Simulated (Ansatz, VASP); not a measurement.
## Two plane-wave programs on MoS2

```xyz
3
Lattice="3.1841 0.0000 0.0000 -1.5921 2.7575 0.0000 0.0000 0.0000 17.3346" Properties=species:S:1:pos:R:3 pbc="T T T"
Mo    0.0000    0.0000    0.0000
S     0.0000    1.8384    1.5513
S     0.0000    1.8384   15.7833
```

Alike in both runs: task single point; functional PBE; k mesh 12 × 12 × 2; occupations gaussian, width 0.05 eV; no spin polarisation.

|  | VASP | Ansatz |
| --- | --- | --- |
| version | VASP 6.6.1 | Ansatz 0.2.0 |
| potentials or method | VASP PAW PBE potentials, release 64 (Mo_sv, S), cutoff 520 eV | scalar-relativistic, plane waves, PAW |
| valence electrons in the cell | 26 | 26 |

```csv
,VASP,Ansatz,Ansatz less VASP
gap on the k mesh at the Fermi level (eV),1.60,1.59,-0.012
rms of the force components (eV/Å),0.097,0.102,+0.0056
```

Atom by atom the forces differ by 0.006 eV/Å (rms over components). With one functional, cell and mesh, what is left measures potentials, basis and numerics.
